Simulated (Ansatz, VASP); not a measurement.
## MnHg in VASP and in Ansatz

```
Hg Mn
1.0
     3.28800    0.00000    0.00000
     0.00000    3.28800    0.00000
     0.00000    0.00000    3.31300
Hg Mn
1 1
Direct
  0.00000 0.00000 0.00000
  0.50000 0.50000 0.50000
```

Alike in both runs: task single point; functional PBE; k mesh 8 × 8 × 8; occupations fermi-dirac, width 0.05 eV; no spin polarisation.

```csv
,VASP,Ansatz
version,VASP 6.6.1,Ansatz 0.2.0
potentials or method,"VASP PAW PBE potentials, release 64 (Hg, Mn_pv)",Ansatz PAW
plane-wave cutoff (eV),520,420
valence electrons in the cell,25,35
```

VASP gave:

| Property | Result |
| --- | --- |
| gap on the k mesh at the Fermi level (eV) | none |
| pressure (GPa) | -13.3 |

Task: Which values does Ansatz return?

Result: gap on the k mesh at the Fermi level (eV): none; pressure (GPa): -14.0.

A gap of «none» marks a metal or a gap that the smearing closes. VASP's potentials hold 25 valence electrons a cell and Ansatz's 35, so a difference there can come from the potentials and not from the codes.

Spin-orbit coupling is off throughout.
